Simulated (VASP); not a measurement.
# P (Cmce) in VASP: single point with PBE+D3(BJ)

Aim: the single point of P with PBE+D3(BJ).

Everything below comes from runs of VASP 6.6.1. Logs are shortened: lines on timing, memory, paths and dates and some standing lists are left out, and cuts for length are marked.

## (1) The cell of the first run

Symmetry: Cmce, No. 64, orthorhombic system. Conventional cell: a = 3.323 Å, b = 10.193 Å, c = 4.164 Å, α = 90.00°, β = 90.00°, γ = 90.00°. Within 2.9 Å of P (site symmetry m) lie 3 P at 2.23 to 2.25 Å.

## (2) Single point, PBE+D3(BJ)

INCAR

```
PREC = Accurate ; ENCUT = 520
EDIFF = 1E-6 ; ISMEAR = 0
SIGMA = 0.1 ; LREAL = F
LASPH = T ; NELM = 80
ALGO = Normal ; ISIF = 2
LWAVE = F ; LCHARG = F
GGA = PE ; IVDW = 12
NBANDS = 18
```

KPOINTS

```
regular mesh
0
Gamma
  14 14 10
```

POSCAR

```
P
1.0
    1.6615918652     -5.0962673352      0.0000000000
    1.6615918652      5.0962673352      0.0000000000
    0.0000000000      0.0000000000      4.1639978923
P
4
Direct
    0.8935738587      0.1064261413      0.0719114210
    0.6064261413      0.3935738587      0.5719114210
    0.1064261413      0.8935738587      0.9280885790
    0.3935738587      0.6064261413      0.4280885790
```

Potentials or basis: VASP PAW PBE potentials, release 64 (P).

Command:

```console
$ cat potpaw_PBE.64/P/POTCAR > POTCAR
$ mpirun -np 1 vasp_std > vasp.out
```

OUTCAR:

```text
PREC = Accurate
   ENCUT = 520
   EDIFF = 1E-6
   ISMEAR = 0
   LREAL = F
   LASPH = T
   NELM = 80
   ISIF = 2
   GGA = PE
   IVDW = 12
 IVDW          = 12

 ion  position               nearest neighbor table
   1  0.894  0.106  0.072-   4 2.23   4 2.23   3 2.25
   2  0.606  0.394  0.572-   3 2.23   3 2.23   4 2.25
   3  0.106  0.894  0.928-   2 2.23   2 2.23   1 2.25
   4  0.394  0.606  0.428-   1 2.23   1 2.23   2 2.25

  LATTYP: Found a base centered orthorhombic cell.
 ALAT       =     3.3231837304
 B/A-ratio  =     3.0670993533
 C/A-ratio  =     1.2530146480

  Lattice vectors:

 A1 = (   1.6615918652,  -5.0962673352,   0.0000000000)
 A2 = (   1.6615918652,   5.0962673352,   0.0000000000)
 A3 = (   0.0000000000,   0.0000000000,   4.1639978923)

Analysis of symmetry for initial positions (statically):
=====================================================================
 Subroutine PRICEL returns:
 Original cell was already a primitive cell.

 Routine SETGRP: Setting up the symmetry group for a
 base centered orthorhombic supercell.

 Subroutine GETGRP returns: Found  8 space group operations
 (whereof  4 operations were pure point group operations)
 out of a pool of  8 trial point group operations.

The static configuration has the point symmetry C_2h.
 The point group associated with its full space group is D_2h.

Analysis of symmetry for dynamics (positions and initial velocities):
=====================================================================
 Subroutine PRICEL returns:
 Original cell was already a primitive cell.

 Routine SETGRP: Setting up the symmetry group for a
 base centered orthorhombic supercell.

 Subroutine GETGRP returns: Found  8 space group operations
 (whereof  4 operations were pure point group operations)
 out of a pool of  8 trial point group operations.

The dynamic configuration has the point symmetry C_2h.
 The point group associated with its full space group is D_2h.

 Subroutine INISYM returns: Found  8 space group operations
 (whereof  4 operations are pure point group operations),
 and found     1 'primitive' translations

----------------------------------------------------------------------------------------

                                     Primitive cell

  volume of cell :      70.5208

  direct lattice vectors                    reciprocal lattice vectors
     1.661591865 -5.096267335  0.000000000     0.300916254 -0.098111023  0.000000000
     1.661591865  5.096267335  0.000000000     0.300916254  0.098111023  0.000000000
     0.000000000  0.000000000  4.163997892     0.000000000  0.000000000  0.240153820

  length of vectors
     5.360301137  5.360301137  4.163997892     0.316506500  0.316506500  0.240153820

  position of ions in fractional coordinates (direct lattice)
     0.893573859  0.106426141  0.071911421
     0.606426141  0.393573859  0.571911421
     0.106426141  0.893573859  0.928088579
     0.393573859  0.606426141  0.428088579

  ion indices of the primitive-cell ions
   primitive index   ion index
                 1           1
                 2           2
                 3           3
                 4           4

----------------------------------------------------------------------------------------

 KPOINTS: regular mesh

Automatic generation of k-mesh.
 Grid dimensions read from file:
 generate k-points for:   14   14   10

 Generating k-lattice:

  Cartesian coordinates                     Fractional coordinates (reciprocal lattice)
     0.021494018 -0.007007930  0.000000000     0.071428571  0.000000000  0.000000000
     0.021494018  0.007007930  0.000000000     0.000000000  0.071428571  0.000000000
     0.000000000  0.000000000  0.024015382     0.000000000  0.000000000  0.100000000

  Length of vectors
     0.022607607  0.022607607  0.024015382

  Shift w.r.t. Gamma in fractional coordinates (k-lattice)
     0.000000000  0.000000000  0.000000000

 Subroutine IBZKPT returns following result:
 ===========================================

 Found    342 irreducible k-points:

 Following reciprocal coordinates:
            Coordinates               Weight
  0.000000  0.000000  0.000000      1.000000
  0.071429  0.000000  0.000000      4.000000
  0.142857 -0.000000  0.000000      4.000000
  0.214286  0.000000  0.000000      4.000000
  0.285714  0.000000  0.000000      4.000000
  0.357143 -0.000000  0.000000      4.000000
[... 16 lines left out ...]
  0.214286  0.142857  0.000000      4.000000
  0.285714  0.142857  0.000000      4.000000
 [... further k-points ...]
   k-points           NKPTS =    342   k-points in BZ     NKDIM =    342   number of bands    NBANDS=     18
   number of dos      NEDOS =    301   number of ions     NIONS =      4
   total plane-waves  NPLWV =  51200
   dimension x,y,z NGX =    40 NGY =   40 NGZ =   32
   dimension x,y,z NGXF=    80 NGYF=   80 NGZF=   64
   ions per type =               4
   NGX,Y,Z   is equivalent  to a cutoff of  12.41, 12.41, 12.78 a.u.
   NGXF,Y,Z  is equivalent  to a cutoff of  24.81, 24.81, 25.55 a.u.
 SYSTEM =  unknown system
   PREC   = accura    normal or accurate (medium, high low for compatibility)
   ISTART =      0    job   : 0-new  1-cont  2-samecut
   ICHARG =      2    charge: 1-file 2-atom 10-const
   ISPIN  =      1    spin polarized calculation?
   LNONCOLLINEAR =      F non collinear calculations
   LSORBIT =      F    spin-orbit coupling
   LASPH  =      T    aspherical Exc in radial PAW
   ENCUT  =  520.0 eV  38.22 Ry    6.18 a.u.   9.97  9.97  7.74*2*pi/ulx,y,z
   NELM   =     80;   NELMIN=  2; NELMDL= -5     # of ELM steps
   EDIFF  = 0.1E-05   stopping-criterion for ELM
   LREAL  =      F    real-space projection
   EDIFFG = 0.1E-04   stopping-criterion for IOM
   NSW    =      0    number of steps for IOM
   IBRION =     -1    ionic relax: 0-MD 1-quasi-New 2-CG
   NFREE  =      0    steps in history (QN), initial steepest desc. (CG)
   ISIF   =      2    stress and relaxation
   ISYM   =      2    0-nonsym 1-usesym 2-fastsym
   POTIM  = 0.5000    time-step for ionic-motion
   TEBEG  =    0.0;   TEEND  =   0.0 temperature during run
   PSTRESS=    0.0 pullay stress
   NELECT =      20.0000    total number of electrons
   NUPDOWN=      -1.0000    fix difference up-down
   EMIN   =  10.00;   EMAX   =-10.00  energy-range for DOS
   EFERMI =   0.00;   METHOD = LEGACY
   ISMEAR =     0;   SIGMA  =   0.10  broadening in eV -4-tet -1-fermi 0-gaus
   EFERMI_NEDOS =   21; number of points for ismear=-14 and -15
   IALGO  =     38    algorithm
   IMIX   =      4    mixing-type and parameters
     AMIX     =   0.40;   BMIX     =  1.00
     AMIX_MAG =   1.60;   BMIX_MAG =  1.00
  volume/ion in A,a.u.               =      17.63       118.97
  Fermi-wavevector in a.u.,A,eV,Ry     =   1.075588  2.032566 15.740428  1.156889
  Thomas-Fermi vector in A             =   2.211448
   LORBIT       =      0    0 simple, 1 ext, 2 COOP (PROOUT), +10 PAW based schemes
   GGA     = PE    functional components
   LHFCALC =     F    Hartree Fock is set to
   AEXX    =    0.0000 exact exchange contribution
   IVDW    =    12    specifies the selected vdW correction
   LEPSILON=     F    determine dielectric tensor
   LRPA    =     F    only Hartree local field effects (RPA)
 non-spin polarized calculation
 Gauss-broadening in eV      SIGMA  =   0.10
  energy-cutoff  :      520.00
  volume of cell :       70.52
 maximum number of plane-waves:      1916
   NGX = 19   NGY = 19   NGZ = 15

 number of electron      19.9999998 magnetization

 Free energy of the ion-electron system (eV)
  ---------------------------------------------------
  ext. energy  EPLUGINS =         0.00000000
  ---------------------------------------------------
  free energy    TOTEN  =       -21.37600955 eV

  energy without entropy =      -21.37545557  energy(sigma->0) =      -21.37573256

 E-fermi :   7.4188     XC(G=0): -10.2662

 val. band max:        7.3816615292   @ k =   0.5000   0.1429   0.0000
 cond. band min:       7.4275431335   @ k =   0.4286   0.2143   0.0000
 fundamental gap:      0.0458816043
 Fermi energy:         7.4188131662

 k-point     1 :       0.0000    0.0000    0.0000
  band No.  band energies     occupation
      1      -8.5923      2.00000
      2      -5.2436      2.00000
      3      -1.7267      2.00000
      4       0.1099      2.00000
      5       2.3058      2.00000
      6       3.1501      2.00000
[... 10 lines left out ...]
     17      14.6274      0.00000
     18      14.8318      0.00000

 k-point     2 :       0.0714    0.0000    0.0000
  band No.  band energies     occupation
      1      -8.5277      2.00000
      2      -5.1930      2.00000
      3      -1.7813      2.00000
      4       0.1781      2.00000
      5       2.3662      2.00000
      6       2.8362      2.00000
[... 10 lines left out ...]
     17      14.0190      0.00000
     18      14.5176      0.00000

 k-point     3 :       0.1429   -0.0000    0.0000
  band No.  band energies     occupation
      1      -8.3343      2.00000
      2      -5.0407      2.00000
      3      -1.9817      2.00000
      4       0.3804      2.00000
      5       2.0183      2.00000
      6       2.4770      2.00000
[... 10 lines left out ...]
     17      12.7919      0.00000
     18      14.4232      0.00000

 k-point     4 :       0.2143    0.0000    0.0000
  band No.  band energies     occupation
      1      -8.0140      2.00000
      2      -4.7853      2.00000
      3      -2.4045      2.00000
      4       0.7089      2.00000
      5       1.0087      2.00000
      6       2.0401      2.00000
[... 10 lines left out ...]
     17      12.2654      0.00000
     18      14.3325      0.00000

 k-point     5 :       0.2857    0.0000    0.0000
  band No.  band energies     occupation
      1      -7.5705      2.00000
      2      -4.4247      2.00000
      3      -3.0667      2.00000
      4      -0.0252      2.00000
      5       1.1471      2.00000
      6       1.9083      2.00000
[... 10 lines left out ...]
     17      13.6928      0.00000
     18      14.2632      0.00000

 k-point     6 :       0.3571   -0.0000    0.0000
  band No.  band energies     occupation
      1      -7.0094      2.00000
      2      -3.9569      2.00000
      3      -3.8817      2.00000
      4      -1.0064      2.00000
      5       1.6591      2.00000
      6       2.0391      2.00000
[... 10 lines left out ...]
     17      14.2958      0.00000
     18      14.4739      0.00000

 k-point     7 :       0.4286    0.0000    0.0000
  band No.  band energies     occupation
      1      -6.3397      2.00000
      2      -4.7426      2.00000
      3      -3.3803      2.00000
      4      -1.9011      2.00000
      5       2.1518      2.00000
      6       2.2847      2.00000
[... 10 lines left out ...]
     17      14.3650      0.00000
     18      14.3698      0.00000

 k-point     8 :       0.5000    0.0000    0.0000
  band No.  band energies     occupation
      1      -5.5760      2.00000
      2      -5.5760      2.00000
      3      -2.6944      2.00000
      4      -2.6944      2.00000
      5       2.4042      2.00000
      6       2.4042      2.00000
[... 10 lines left out ...]
     17      14.3710      0.00000
     18      14.3710      0.00000
[... 229 lines left out ...]
     17      12.8821      0.00000
     18      13.6555      0.00000

 k-point    20 :      -0.1429    0.0714    0.0000
  band No.  band energies     occupation
      1      -8.4997      2.00000
      2      -5.2815      2.00000
      3      -1.7676      2.00000
      4       0.2838      2.00000
      5       2.4163      2.00000
      6       2.7158      2.00000
[... 10 lines left out ...]
     17      13.7295      0.00000
     18      14.0639      0.00000

 k-point    21 :      -0.0714    0.0714    0.0000
  band No.  band energies     occupation
      1      -8.5781      2.00000
      2      -5.2893      2.00000
      3      -1.7186      2.00000
      4       0.1642      2.00000
      5       2.3332      2.00000
      6       3.0824      2.00000
[... 10 lines left out ...]
     17      13.9435      0.00000
     18      14.8036      0.00000

 k-point    22 :       0.1429    0.1429    0.0000
  band No.  band energies     occupation
      1      -7.6241      2.00000
      2      -4.2548      2.00000
      3      -3.0365      2.00000
      4      -0.1267      2.00000
      5       0.9455      2.00000
      6       1.8866      2.00000
[... 10 lines left out ...]
     17      13.7579      0.00000
     18      14.4822      0.00000

 k-point    23 :       0.2143    0.1429    0.0000
  band No.  band energies     occupation
      1      -7.0862      2.00000
      2      -3.8148      2.00000
      3      -3.7167      2.00000
      4      -1.1942      2.00000
      5       1.3801      2.00000
      6       2.0255      2.00000
[... 10 lines left out ...]
     17      13.8761      0.00000
     18      15.6290      0.00000

 k-point    24 :       0.2857    0.1429    0.0000
  band No.  band energies     occupation
      1      -6.4352      2.00000
      2      -4.6416      2.00000
      3      -3.0856      2.00000
      4      -2.1633      2.00000
      5       1.8434      2.00000
      6       2.3133      2.00000
[... 10 lines left out ...]
     17      13.8259      0.00000
     18      15.2091      0.00000

 [... further k-points ...]

------------------------ aborting loop because EDIFF is reached ----------------------------------------

 Edisp (eV)   -1.59256

 E8    (eV) :    -0.6030

  FORCE on cell =-STRESS in cart. coord.  units (eV):
  Direction    XX          YY          ZZ          XY          YZ          ZX
  --------------------------------------------------------------------------------------
  -------------------------------------------------------------------------------------
  Total      -0.16151    -0.18489    -0.12362     0.00000     0.00000     0.00000
  in kB      -3.66935    -4.20059    -2.80854     0.00000     0.00000     0.00000
  external pressure =       -3.56 kB  Pullay stress =        0.00 kB

 VOLUME and BASIS-vectors are now :
 -----------------------------------------------------------------------------
  energy-cutoff  :      520.00
  volume of cell :       70.52
      direct lattice vectors                 reciprocal lattice vectors
     1.661591865 -5.096267335  0.000000000     0.300916254 -0.098111023  0.000000000
     1.661591865  5.096267335  0.000000000     0.300916254  0.098111023  0.000000000
     0.000000000  0.000000000  4.163997892     0.000000000  0.000000000  0.240153820

 POSITION                                       TOTAL-FORCE (eV/Angst)
 -----------------------------------------------------------------------------------
      1.66159     -4.01152      0.29944         0.000000     -0.048034      0.037044
      1.66159     -1.08475      2.38144         0.000000      0.048034      0.037044
      1.66159      4.01152      3.86456         0.000000      0.048034     -0.037044
      1.66159      1.08475      1.78256         0.000000     -0.048034     -0.037044
 -----------------------------------------------------------------------------------
    total drift:                                0.000000      0.000000      0.000000

  FREE ENERGIE OF THE ION-ELECTRON SYSTEM (eV)
  ---------------------------------------------------
  free  energy   TOTEN  =       -22.9685732813 eV

  energy  without entropy=      -22.9680192992  energy(sigma->0) =      -22.96829629
```

Wall time 12 min (1 thread of AMD EPYC 7R13, shared host); peak memory 0.4 GiB.

What came out:

```yaml
Free_energy: -22.9686 eV
Pressure: -0.4 GPa
Largest_force: 0.061 eV/Å
Band_gap_on_the_k_mesh: zero (bands 10 and 11 overlap by 0.26 eV)
Dispersion_energy_per_atom: -0.398 eV
```

Forces in eV/Å, atoms in the order of the input:
```
P    0.000 -0.048  0.037
P    0.000  0.048  0.037
P    0.000  0.048 -0.037
P    0.000 -0.048 -0.037
```

Levels at points of the mesh, in eV from the Fermi level:
```tsv
k point	band 7	band 8	band 9	band 10	band 11	band 12	band 13	band 14
(0.00, 0.00, 0.00)	-4.09	-2.88	-2.68	-1.38	1.03	1.23	1.89	3.44
(0.50, 0.00, 0.00)	-3.22	-3.22	-2.67	-2.67	0.80	0.80	1.08	1.08
(0.50, 0.50, 0.00)	-4.38	-2.18	-1.83	-0.38	0.45	0.66	2.46	3.15
(0.00, 0.00, 0.50)	-3.10	-3.10	-0.87	-0.87	1.45	1.45	2.20	2.20
(0.50, 0.00, 0.50)	-5.76	-5.76	-2.12	-2.12	1.60	1.60	4.75	4.75
(0.50, 0.50, 0.50)	-2.43	-2.43	-1.26	-1.26	1.32	1.32	2.72	2.72
```

The gap in the log of VASP goes by the Fermi energy; the results here count the filled bands.